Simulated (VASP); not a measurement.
Here is a VASP 6.6.1 calculation.

The input INCAR:

```
SYSTEM = TiO2
PREC = Accurate
ENCUT = 520
EDIFF = 1E-6
ISMEAR = 0
SIGMA = 0.05
LREAL = .False.
LASPH = .True.
NELM = 60
ALGO = Normal
ISIF = 2
LWAVE = .False.
LCHARG = .False.
GGA = PS
NBANDS = 33
```

Contents of KPOINTS:

```
Automatic mesh
0
Gamma
  6 6 10
  0 0 0
```

The input POSCAR:

```
TiO2
1.0
    4.5912476203      0.0172171786      0.0000000000
    0.0172171786      4.5912476203      0.0000000000
    0.0000000000      0.0000000000      2.9389940195
Ti O
2 4
Direct
    0.0000000000      0.0000000000      0.0000000000
    0.5000000000      0.5000000000      0.5000000000
    0.3044387440      0.3044387440      0.0000000000
    0.1955612560      0.8044387440      0.5000000000
    0.6955612560      0.6955612560      0.0000000000
    0.8044387440      0.1955612560      0.5000000000
```

Potentials or basis: VASP PAW PBE potentials, release 64 (Ti_sv, O).

The run is started by

```bash
$ cat potpaw_PBE.64/Ti_sv/POTCAR potpaw_PBE.64/O/POTCAR > POTCAR
$ mpirun -np 1 vasp_std > vasp.out
```

Question: What does it give for the largest force?

Answer: 0.037 eV/Å.

Question: Estimate the pressure.

Answer: 0.7 GPa.

Question: What does it give for the band gap on the k mesh?

Answer: 1.84 eV, direct.

Stress tensor (GPa, compression positive):
```
 0.56 -1.74  0.00
-1.74  0.56  0.00
 0.00  0.00  0.85
```

Caveat: the cell differs from its parent crystal (strain +0.0075 x Voigt [0, 0, 0, 0, 0, 1]); the PAW data sets were made with another functional, which shifts forces and pressure a little. A k mesh can miss the band edges.
